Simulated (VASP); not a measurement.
# Fe (P6_3/mmc) in VASP: further runs

The runs below take Fe through relaxation of cell and atoms, single point, with PBEsol, PBEsol+U, PBE.

Program: VASP 6.6.1. These are calculated values, not measurements. Logs are shortened: lines on timing, memory, paths and dates and some standing lists are left out, and cuts for length are marked.

### Step 1. The cell of the first run

The structure is hexagonal, space group P6_3/mmc (No. 194). The conventional cell has a = 2.434 Å, b = 2.434 Å, c = 3.842 Å, α = 90.00°, β = 90.00°, γ = 120.00°. Within 3.1 Å of Fe (site symmetry -6m2) lie 12 Fe at 2.38 to 2.43 Å.

### Step 2. Relaxation of cell and atoms, PBEsol, collinear spin, ferromagnetic start, target pressure 2 GPa, at which the enthalpy is minimised

File INCAR:

```
ALGO     = Normal         # electronic algorithm
EDIFF    = 1E-6           # SCF threshold, eV
EDIFFG   = -0.01          # ionic threshold
ENCUT    = 600            # plane-wave cutoff, eV
GGA      = PS             # functional
IBRION   = 2              # ionic algorithm
ISIF     = 3              # what is computed and relaxed
ISMEAR   = -1             # smearing method
ISPIN    = 2              # spin polarisation
LASPH    = True           # aspherical terms in the spheres
LCHARG   = False          # write CHGCAR
LMAXMIX  = 4              # l up to which the mixer works
LORBIT   = 11             # projections on sites
LREAL    = False          # projectors in reciprocal space
LWAVE    = False          # write WAVECAR
MAGMOM   = 3 3            # initial moments
NELM     = 150            # most SCF steps
NSW      = 60             # ionic steps
PREC     = Accurate       # precision mode
PSTRESS  = 20.0         
SIGMA    = 0.05           # smearing width, eV
```

File KPOINTS:

```
k-points
0
Gamma
  12 12 7
```

File POSCAR:

```
Fe
1.0
    2.4341575853      0.0000000000      0.0000000000
   -1.2170787927      2.1080423057      0.0000000000
    0.0000000000      0.0000000000      3.8419344700
Fe
2
Direct
    0.6666666667      0.3333333333      0.7500000000
    0.3333333333      0.6666666667      0.2500000000
```

Potentials or basis: VASP PAW PBE potentials, release 64 (Fe).

Started as:

```console
cat potpaw_PBE.64/Fe/POTCAR > POTCAR
mpirun -np 1 vasp_std > vasp.out
```

OUTCAR:

```text
EDIFF = 1E-6
   EDIFFG = -0.01
   ENCUT = 600
   GGA = PS
   IBRION = 2
   ISIF = 3
   ISMEAR = -1
   ISPIN = 2
   LASPH = True
   LORBIT = 11
   LREAL = False
   NELM = 150
   NSW = 60
   PREC = Accurate
   PSTRESS = 20.0

 ion  position               nearest neighbor table
   1  0.667  0.333  0.750-   2 2.38   2 2.38   2 2.38   2 2.38   2 2.38   2 2.38
   2  0.333  0.667  0.250-   1 2.38   1 2.38   1 2.38   1 2.38   1 2.38   1 2.38

  LATTYP: Found a hexagonal cell.
 ALAT       =     2.4341575853
 C/A-ratio  =     1.5783425417

  Lattice vectors:

 A1 = (   2.4341575853,   0.0000000000,   0.0000000000)
 A2 = (  -1.2170787927,   2.1080423057,   0.0000000000)
 A3 = (   0.0000000000,   0.0000000000,   3.8419344700)

Analysis of symmetry for initial positions (statically):
=====================================================================
 Subroutine PRICEL returns:
 Original cell was already a primitive cell.

 Routine SETGRP: Setting up the symmetry group for a
 hexagonal supercell.

 Subroutine GETGRP returns: Found 24 space group operations
 (whereof 12 operations were pure point group operations)
 out of a pool of 24 trial point group operations.

The static configuration has the point symmetry D_3d.
 The point group associated with its full space group is D_6h.

Analysis of symmetry for dynamics (positions and initial velocities):
=====================================================================
 Subroutine PRICEL returns:
 Original cell was already a primitive cell.

 Routine SETGRP: Setting up the symmetry group for a
 hexagonal supercell.

 Subroutine GETGRP returns: Found 24 space group operations
 (whereof 12 operations were pure point group operations)
 out of a pool of 24 trial point group operations.

The dynamic configuration has the point symmetry D_3d.
 The point group associated with its full space group is D_6h.

Analysis of structural, dynamic, and magnetic symmetry:
=====================================================================
 Subroutine PRICEL returns:
 Original cell was already a primitive cell.

 Routine SETGRP: Setting up the symmetry group for a
 hexagonal supercell.

 Subroutine GETGRP returns: Found 24 space group operations
 (whereof 12 operations were pure point group operations)
 out of a pool of 24 trial point group operations.

The overall configuration has the point symmetry D_3d.
 The point group associated with its full space group is D_6h.

 Subroutine INISYM returns: Found 24 space group operations
 (whereof 12 operations are pure point group operations),
 and found     1 'primitive' translations

----------------------------------------------------------------------------------------

                                     Primitive cell

  volume of cell :      19.7141

  direct lattice vectors                    reciprocal lattice vectors
     2.434157585  0.000000000  0.000000000     0.410819746  0.237186891  0.000000000
    -1.217078793  2.108042306  0.000000000     0.000000000  0.474373781  0.000000000
     0.000000000  0.000000000  3.841934470     0.000000000  0.000000000  0.260285543

  length of vectors
     2.434157585  2.434157585  3.841934470     0.474373781  0.474373781  0.260285543

  position of ions in fractional coordinates (direct lattice)
     0.666666667  0.333333333  0.750000000
     0.333333333  0.666666667  0.250000000

  ion indices of the primitive-cell ions
   primitive index   ion index
                 1           1
                 2           2

----------------------------------------------------------------------------------------

 KPOINTS: k-points

Automatic generation of k-mesh.
 Grid dimensions read from file:
 generate k-points for:   12   12    7

 Generating k-lattice:

  Cartesian coordinates                     Fractional coordinates (reciprocal lattice)
     0.034234979  0.019765574  0.000000000     0.083333333 -0.000000000  0.000000000
     0.000000000  0.039531148  0.000000000     0.000000000  0.083333333  0.000000000
     0.000000000  0.000000000  0.037183649     0.000000000  0.000000000  0.142857143

  Length of vectors
     0.039531148  0.039531148  0.037183649

  Shift w.r.t. Gamma in fractional coordinates (k-lattice)
     0.000000000  0.000000000  0.000000000

 Subroutine IBZKPT returns following result:
 ===========================================

 Found     76 irreducible k-points:

 Following reciprocal coordinates:
            Coordinates               Weight
  0.000000  0.000000  0.000000      1.000000
  0.083333  0.000000  0.000000      6.000000
  0.166667  0.000000  0.000000      6.000000
  0.250000  0.000000  0.000000      6.000000
  0.333333  0.000000  0.000000      6.000000
  0.416667  0.000000  0.000000      6.000000
[... 16 lines left out ...]
  0.250000  0.000000  0.142857     12.000000
  0.333333  0.000000  0.142857     12.000000
 [... further k-points ...]
[... 58 lines left out ...]

 number of electron      15.9999994 magnetization      -0.0019685

 number of electron      15.9999994 magnetization       0.0009575

 Free energy of the ion-electron system (eV)
  ---------------------------------------------------
  ext. energy  EPLUGINS =         0.00000000
  ---------------------------------------------------
  free energy    TOTEN  =       -17.88223011 eV

  energy without entropy =      -17.86278902  energy(sigma->0) =      -17.87250956

------------------------ aborting loop because EDIFF is reached ----------------------------------------

  FORCE on cell =-STRESS in cart. coord.  units (eV):
  Direction    XX          YY          ZZ          XY          YZ          ZX
  --------------------------------------------------------------------------------------
  -------------------------------------------------------------------------------------
  Total       -0.3043473     -0.3043473     -0.1087360      0.0000000      0.0000000      0.0000000
  in kB      -24.7344358    -24.7344358     -8.8370266      0.0000000      0.0000000      0.0000000
  external PRESSURE =     -39.4352994 kB  Pullay stress =      20.0000000 kB
[... 185 lines left out ...]
--------------------------------------- Ionic step        6  -------------------------------------------

 number of electron      15.9999995 magnetization       0.0000040

 number of electron      15.9999995 magnetization      -0.0000023

 Free energy of the ion-electron system (eV)
  ---------------------------------------------------
  ext. energy  EPLUGINS =         0.00000000
  ---------------------------------------------------
  free energy    TOTEN  =       -17.88257382 eV

  energy without entropy =      -17.86353264  energy(sigma->0) =      -17.87305323

 E-fermi :   7.2963     XC(G=0): -14.2195

 val. band max:        7.2926802355   @ k =   0.3333   0.2500   0.2857
 cond. band min:       7.3210871619   @ k =   0.4167   0.0833   0.4286
 fundamental gap:      0.0284069264
 Fermi energy:         7.2963057544

 spin component 1

 k-point     1 :       0.0000    0.0000    0.0000
  band No.  band energies     occupation
      1      -1.9557      1.00000
      2       2.0324      1.00000
      3       5.5002      1.00000
      4       5.5002      1.00000
      5       5.6245      1.00000
      6       5.9994      1.00000
      7       5.9994      1.00000
      8       6.3819      1.00000
      9       6.3819      1.00000
     10       7.7672      0.00008
     11       8.0395      0.00000
     12       8.0395      0.00000
     13      16.4625      0.00000
     14      29.5521      0.00000
     15      33.3433      0.00000
[... 397 lines left out ...]
 k-point    24 :       0.3333    0.0000    0.1429
  band No.  band energies     occupation
      1       1.4937      1.00000
      2       2.9542      1.00000
      3       3.4456      1.00000
      4       4.4135      1.00000
      5       5.5359      1.00000
      6       5.5707      1.00000
      7       6.1559      1.00000
      8       7.4713      0.02933
      9       7.5675      0.00439
     10       7.6629      0.00065
     11       8.3095      0.00000
     12      13.4201      0.00000
     13      18.0654      0.00000
     14      19.8630      0.00000
     15      24.8029      0.00000

 [... further k-points ...]

 spin component 2

 k-point     1 :       0.0000    0.0000    0.0000
  band No.  band energies     occupation
      1      -1.9557      1.00000
      2       2.0324      1.00000
      3       5.5002      1.00000
      4       5.5002      1.00000
      5       5.6245      1.00000
      6       5.9994      1.00000
      7       5.9994      1.00000
      8       6.3819      1.00000
      9       6.3819      1.00000
     10       7.7672      0.00008
     11       8.0395      0.00000
     12       8.0395      0.00000
     13      16.4625      0.00000
     14      29.5521      0.00000
     15      33.3433      0.00000
[... 397 lines left out ...]
 k-point    24 :       0.3333    0.0000    0.1429
  band No.  band energies     occupation
      1       1.4937      1.00000
      2       2.9542      1.00000
      3       3.4456      1.00000
      4       4.4135      1.00000
      5       5.5359      1.00000
      6       5.5707      1.00000
      7       6.1559      1.00000
      8       7.4713      0.02933
      9       7.5675      0.00439
     10       7.6629      0.00065
     11       8.3095      0.00000
     12      13.4201      0.00000
     13      18.0654      0.00000
     14      19.8630      0.00000
     15      24.8029      0.00000

 [... further k-points ...]
[... 5 lines left out ...]
  --------------------------------------------------------------------------------------
  -------------------------------------------------------------------------------------
  Total        0.2332380      0.2332380      0.2319599     -0.0000000     -0.0000000      0.0000000
  in kB       19.1867967     19.1867967     19.0816619     -0.0000000     -0.0000000      0.0000000
  external PRESSURE =      -0.8482482 kB  Pullay stress =      20.0000000 kB
[... 17 lines left out ...]
  FREE ENERGIE OF THE ION-ELECTRON SYSTEM (eV)
  ---------------------------------------------------
  free  energy   TOTEN  =       -17.8825738220 eV

  energy  without entropy=      -17.8635326359  energy(sigma->0) =      -17.87305323

  enthalpy is  TOTEN    =       -17.6394504301 eV   P V=        0.2431233919

 reached required accuracy - stopping structural energy minimisation

 total charge

# of ion       s       p       d       tot
------------------------------------------
    1        0.562   0.688   6.388   7.638
    2        0.562   0.688   6.388   7.638
--------------------------------------------------
tot          1.124   1.376  12.777  15.277

 magnetization (x)

# of ion       s       p       d       tot
------------------------------------------
    1        0.000   0.000   0.000   0.000
    2        0.000   0.000   0.000   0.000
--------------------------------------------------
tot          0.000   0.000   0.000   0.000
```

Run time: 65 s. Hardware: 1 thread of Intel Xeon 6975P-C (Granite Rapids), shared host; peak memory 0.17 GiB.

Results:

```yaml
Free_energy: -17.8826 eV
Relaxed_volume: 9.74 Å³/atom
Relaxed_cell: a = 2.421 Å, b = 2.421 Å, c = 3.836 Å, α = 90.00°, β = 90.00°, γ = 120.00°
Space_group_after_relaxing_to_0.05_Å: P6_3/mmc (No. 194)
Energy_change_on_relaxing_the_enthalpy_is_what_falls: -0.2 meV/atom
Ionic_steps: 6
Pressure_after_relaxing: 1.9 GPa
Band_gap_on_the_k_mesh: zero (filled and empty bands overlap)
Net_moment: 0.00 μB per cell
Valence_electrons_inside_the_program's_atomic_spheres: Fe 7.64
```

Step by step:
```csv
step,energy change (eV),largest force (eV/Å),pressure (GPa),volume (Å³)
1,0.0000,0.0000,-1.94,19.71
2,0.0160,0.0000,10.01,19.03
3,-0.0002,0.0000,2.10,19.47
4,-0.0002,0.0000,1.94,19.47
5,-0.0003,0.0000,1.91,19.48
6,-0.0003,0.0000,1.92,19.48
```

Final structure:
```yaml
crystal:
  lattice:
    - [2.42135, 0.00000, 0.00000]
    - [-1.21068, 2.09695, 0.00000]
    - [0.00000, 0.00000, 3.83584]
  atoms:
    - { symbol: Fe, position: [0.66667, 0.33333, 0.75000] }
    - { symbol: Fe, position: [0.33333, 0.66667, 0.25000] }
```

Levels at points of the mesh, in eV from the Fermi level:
Spin up:
```
           k point  band 4  band 5  band 6  band 7  band 8  band 9  band 10  band 11  band 12  band 13
(0.00, 0.00, 0.00)   -1.80   -1.67   -1.30   -1.30   -0.91   -0.91     0.47     0.74     0.74     9.17
(0.50, 0.00, 0.00)   -2.18   -2.11   -1.66   -1.17    0.86    1.10     1.13     2.81     5.06    11.63
```
Spin down:
```tsv
k point	band 4	band 5	band 6	band 7	band 8	band 9	band 10	band 11	band 12	band 13
(0.00, 0.00, 0.00)	-1.80	-1.67	-1.30	-1.30	-0.91	-0.91	0.47	0.74	0.74	9.17
(0.50, 0.00, 0.00)	-2.18	-2.11	-1.66	-1.17	0.86	1.10	1.13	2.81	5.06	11.63
```

Caveat: the starting moments collapsed, and a magnetic state may lie lower; the cell is relaxed towards a set pressure, so the enthalpy falls and the energy may rise; the PAW data sets were made with another functional, which shifts forces and pressure a little.

### Step 3. Single point, PBEsol+U

File INCAR:

```
SYSTEM = Fe
ALGO = Fast
EDIFF = 1E-6
ENCUT = 520
GGA = PS
ISIF = 2
ISMEAR = -1
LASPH = .True.
LCHARG = .False.
LDAU = .True.
LDAUJ = 0
LDAUL = 2
LDAUPRINT = 1
LDAUTYPE = 2
LDAUU = 4
LMAXMIX = 4
LREAL = .False.
LWAVE = .False.
NBANDS = 15
NELM = 150
PREC = Accurate
SIGMA = 0.05
```

File KPOINTS:

```
k-points
0
Gamma
  10 10 5
  0 0 0
```

POSCAR is that of step 2.

Potentials or basis: VASP PAW PBE potentials, release 64 (Fe).

Started as:

```console
cat potpaw_PBE.64/Fe/POTCAR > POTCAR
mpirun -np 1 vasp_std > vasp.out
```

Wall time 11 s (1 thread of Intel Xeon 6975P-C, shared host); peak memory 0.13 GiB.

It converged, with:

* Free energy: -8.7276 eV
* Pressure: -13.3 GPa
* Band gap on the k mesh: zero (band 8 reaches 7.67 eV, above the bottom of band 9 at 5.62 eV)

Stress tensor (GPa, compression positive):
```
-11.89   0.00   0.00
  0.00 -11.89   0.00
  0.00   0.00 -16.03
```

Levels at points of the mesh, in eV from the Fermi level:
```tsv
k point	band 5	band 6	band 7	band 8	band 9	band 10	band 11	band 12
(0.00, 0.00, 0.00)	-1.57	-1.29	-1.29	-1.00	-1.00	0.66	0.66	0.94
(0.50, 0.00, 0.00)	-1.91	-1.64	-1.07	0.83	1.05	1.07	2.94	5.22
```

Eigenvalues of the final occupation matrices:
```csv
site,spin,trace,eigenvalues
site 1 d,1,3.25,0.63 0.65 0.65 0.66 0.66
site 1 d,2,3.25,0.63 0.65 0.65 0.66 0.66
site 2 d,1,3.25,0.63 0.65 0.65 0.66 0.66
site 2 d,2,3.25,0.63 0.65 0.65 0.66 0.66
```

Caveat: the PAW data sets were made with another functional, which shifts forces and pressure a little; the run has no spin polarisation, though such a crystal can be magnetic; U without spin polarisation on a metal has little footing; the U is typed as a test and isn't derived for this compound. Spin polarisation is off, so any magnetic state and its effect on volume and gap are missing.

### Step 4. Single point, PBE, collinear spin, ferromagnetic start (volume scaled by 1.02)

File INCAR:

```
SYSTEM = Fe
  ALGO = Normal
  EDIFF = 1E-6
  ENCUT = 520
  GGA = PE
  ISIF = 2
  ISMEAR = -1
  ISPIN = 2
  LASPH = .TRUE.
  LCHARG = .FALSE.
  LMAXMIX = 4
  LORBIT = 11
  LREAL = .FALSE.
  LWAVE = .FALSE.
  MAGMOM = 3 3
  NBANDS = 19
  NELM = 150
  PREC = Accurate
  SIGMA = 0.05
```

File KPOINTS:

```
k-points
0
G
  12 12 7
  0 0 0
```

File POSCAR:

```
Fe
1.0
    2.4502783040      0.0000000000      0.0000000000
   -1.2251391521      2.1220032576      0.0000000000
    0.0000000000      0.0000000000      3.8673784861
Fe
2
Direct
    0.6666666667      0.3333333333      0.7500000000
    0.3333333333      0.6666666667      0.2500000000
```

Started as:

```console
cat potpaw_PBE.64/Fe/POTCAR > POTCAR
mpirun -np 1 vasp_std > vasp.out
```

Run time: 36 s. Hardware: 1 thread of Intel Xeon 6975P-C, shared host; peak memory 0.17 GiB.

Results (log left out):

| Item | Value |
| --- | --- |
| Free energy | -16.3181 eV |
| Pressure | 3.6 GPa |
| Band gap on the k mesh | zero (filled and empty bands overlap) |
| Net moment | 0.00 μB per cell |
| Valence electrons inside the program's atomic spheres | Fe 7.55 |

Stress tensor (GPa, compression positive):
```
3.00 0.00 0.00
0.00 3.00 0.00
0.00 0.00 4.68
```

Levels at points of the mesh, in eV from the Fermi level:
Spin up:
| k point | band 5 | band 6 | band 7 | band 8 | band 9 | band 10 | band 11 | band 12 |
| --- | --- | --- | --- | --- | --- | --- | --- | --- |
| (0.00, 0.00, 0.00) | -1.56 | -1.23 | -1.23 | -0.89 | -0.89 | 0.54 | 0.70 | 0.70 |
| (0.50, 0.00, 0.00) | -2.02 | -1.56 | -1.10 | 0.80 | 1.04 | 1.08 | 2.70 | 4.88 |
Spin down:
| k point | band 5 | band 6 | band 7 | band 8 | band 9 | band 10 | band 11 | band 12 |
| --- | --- | --- | --- | --- | --- | --- | --- | --- |
| (0.00, 0.00, 0.00) | -1.56 | -1.23 | -1.23 | -0.89 | -0.89 | 0.54 | 0.70 | 0.70 |
| (0.50, 0.00, 0.00) | -2.02 | -1.56 | -1.10 | 0.80 | 1.04 | 1.08 | 2.70 | 4.88 |

Caveat: the cell differs from its parent crystal (volume scaled by 1.02); the starting moments collapsed, and a magnetic state may lie lower.
